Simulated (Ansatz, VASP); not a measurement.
# One calculation of SiO2, two programs

The input INCAR:

```
PREC = Accurate
ENCUT = 520
EDIFF = 1E-6
ISMEAR = 0
SIGMA = 0.05
LREAL = F
LASPH = T
NELM = 60
ALGO = Normal
ISIF = 2
LWAVE = F
LCHARG = F
GGA = PE
NBANDS = 25
```

The input KPOINTS:

```
regular mesh
0
Gamma
  6 6 8
```

POSCAR

```
SiO2
1.0
    4.2358788266      0.0000000000      0.0000000000
    0.0000000000      4.3345748033      0.0000000000
    0.0000000000      0.0000000000      2.6897743046
Si O
2 4
Direct
    0.5000000000      0.5000000000      0.5000000000
    0.0000000000      0.0000000000      0.0000000000
    0.6557534092      0.7302721762      0.0000000000
    0.1557534092      0.7697278238      0.5000000000
    0.3442465908      0.2697278238      0.0000000000
    0.8442465908      0.2302721762      0.5000000000
```

Input for Ansatz:

```yaml
crystal:
  lattice:
    - [4.2358788266, 0.0, 0.0]
    - [0.0, 4.3345748033, 0.0]
    - [0.0, 0.0, 2.6897743046]
  atoms:
    - { symbol: Si, position: [0.5, 0.5, 0.5] }
    - { symbol: Si, position: [0.0, 0.0, 0.0] }
    - { symbol: O, position: [0.6557534092, 0.7302721762, 0.0] }
    - { symbol: O, position: [0.1557534092, 0.7697278238, 0.5] }
    - { symbol: O, position: [0.3442465908, 0.2697278238, 0.0] }
    - { symbol: O, position: [0.8442465908, 0.2302721762, 0.5] }
basis:
  ecutwfc: 520.0
kpoints:
  mp_grid: { grid: [6, 6, 8] }
hamiltonian:
  xc: pbe
  pseudopotentials: { kind: paw, azcp: { folder: soft_1 } }
scf:
  occupations: { method: gaussian, width: 0.05 }
output:
  forces: true
  stress: true
  eigenvalues: true
```

Change from the starting cell: mode 4 frozen in at -0.223 Å, normal strain along y +0.0233.

Alike in both runs: task single point; functional PBE; k mesh 6 × 6 × 8; occupations gaussian, width 0.05 eV; no spin polarisation.

|  | VASP | Ansatz |
| --- | --- | --- |
| version | VASP 6.6.1 | Ansatz 0.2.0 |
| potentials or method | VASP PAW PBE potentials, release 64 (Si, O), cutoff 520 eV | scalar-relativistic, plane waves, PAW |
| valence electrons in the cell | 32 | 32 |

Ansatz gave:

- gap on the k mesh at the Fermi level (eV): 4.72
- least direct gap on the mesh (eV): 4.74
- pressure (GPa): -9.3
- traceless stress, the component that is largest in VASP (GPa): -15.27
- rms of the force components (eV/Å): 0.547

Estimate VASP's values.

gap on the k mesh at the Fermi level (eV): 4.69; least direct gap on the mesh (eV): 4.72; pressure (GPa): -9.0; traceless stress, the component that is largest in VASP (GPa): -15.46; rms of the force components (eV/Å): 0.543.

Atom by atom the forces differ by 0.010 eV/Å (rms over components).
